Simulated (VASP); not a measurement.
Wanted: the native input for a VASP 6.6.1 run.

```yaml
Task: single point
Functional: PBEsol
Potentials_or_basis: VASP PAW PBE potentials, release 64 (Si)
Cutoff: 520 eV
k_mesh: 10 × 10 × 4
Occupations: gaussian, width 0.05 eV
Spin: no spin polarisation
Dipole_correction: no
Further_INCAR_settings: ALGO = Fast; EDIFF = 1e-06; NBANDS = 36
```

The structure of Si lies in POSCAR:

```
Si
1.0
    2.3507474612     -5.2714387268      0.0000000000
    1.2812142300      4.8891269698      0.0000000000
    0.0000000000      0.0000000000     12.6538471797
Si
12
Direct
    0.7570405043      0.2429594957      0.9450993343
    0.2429594957      0.7570405043      0.0549006657
    0.7570405043      0.2429594957      0.5549006657
    0.2429594957      0.7570405043      0.4450993343
    0.4286865207      0.5713134793      0.1572242050
    0.5713134793      0.4286865207      0.8427757950
    0.4286865207      0.5713134793      0.3427757950
    0.5713134793      0.4286865207      0.6572242050
    0.9712162890      0.0287837110      0.9093716909
    0.0287837110      0.9712162890      0.0906283091
    0.9712162890      0.0287837110      0.5906283091
    0.0287837110      0.9712162890      0.4093716909
```

The input as run:

INCAR

```
SYSTEM = Si
PREC     = Accurate       ! precision mode
ENCUT    = 520            ! plane-wave cutoff, eV
EDIFF    = 1E-6           ! SCF threshold, eV
ISMEAR   = 0              ! smearing method
SIGMA    = 0.05           ! smearing width, eV
LREAL    = .FALSE.        ! projectors in reciprocal space
LASPH    = .TRUE.         ! aspherical terms in the spheres
NELM     = 60             ! most SCF steps
ALGO     = Fast           ! electronic algorithm
ISIF     = 2              ! what is computed and relaxed
LWAVE    = .FALSE.        ! write WAVECAR
LCHARG   = .FALSE.        ! write CHGCAR
GGA      = PS             ! functional
NBANDS   = 36             ! bands
```

KPOINTS

```
Automatic mesh
0
G
  10 10 4
  0 0 0
```

Potentials or basis: VASP PAW PBE potentials, release 64 (Si).

Command:

```sh
$ cat potpaw_PBE.64/Si/POTCAR > POTCAR
$ mpirun -np 1 vasp_std > vasp.out
```

It gave:

- Pressure: 13.9 GPa
- Largest force: 3.827 eV/Å
- Band gap on the k mesh: zero (bands 24 and 25 overlap by 0.56 eV)

Caveat: the stress differs along the axes, from 8 to 18 GPa; semilocal functionals underestimate gaps, and a narrow one can read as zero; the PAW data sets were made with another functional, which shifts forces and pressure a little.

It took 73 min on 1 thread of Oxide Virtual Turin-like Processor, with other jobs on the host, peak memory 0.96 GiB.
